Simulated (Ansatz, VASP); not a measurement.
## Two plane-wave programs on Al

```
CELL_PARAMETERS angstrom
0.00000 2.02398 2.08470
2.02398 0.00000 2.08470
2.02398 2.02398 0.00000
ATOMIC_POSITIONS crystal
Al 0.00000 0.00000 0.00000
```

Change from the starting cell: strain +0.000 along x and y, +0.030 along z, atoms carried along.

Alike in both runs: task single point; functional PBEsol; dispersion D3(BJ); k mesh 20 × 20 × 20; occupations gaussian, width 0.15 eV; no spin polarisation.

|  | VASP | Ansatz |
| --- | --- | --- |
| version | VASP 6.6.1 | Ansatz 0.2.0 |
| potentials or method | VASP PAW PBE potentials, release 64 (Al), cutoff 520 eV | scalar-relativistic, plane waves, PAW |
| valence electrons in the cell | 3 | 3 |

Ansatz gave:

```
gap on the k mesh at the Fermi level (eV)                     : none
pressure (GPa)                                                : -6.9
traceless stress, the component that is largest in VASP (GPa) : -0.94
```

What did VASP give for the same quantities?

gap on the k mesh at the Fermi level (eV): none; pressure (GPa): -6.8; traceless stress, the component that is largest in VASP (GPa): -0.94.

VASP's potentials were made for PBE, not for PBEsol. A gap of «none» marks a metal or a gap that the smearing closes.
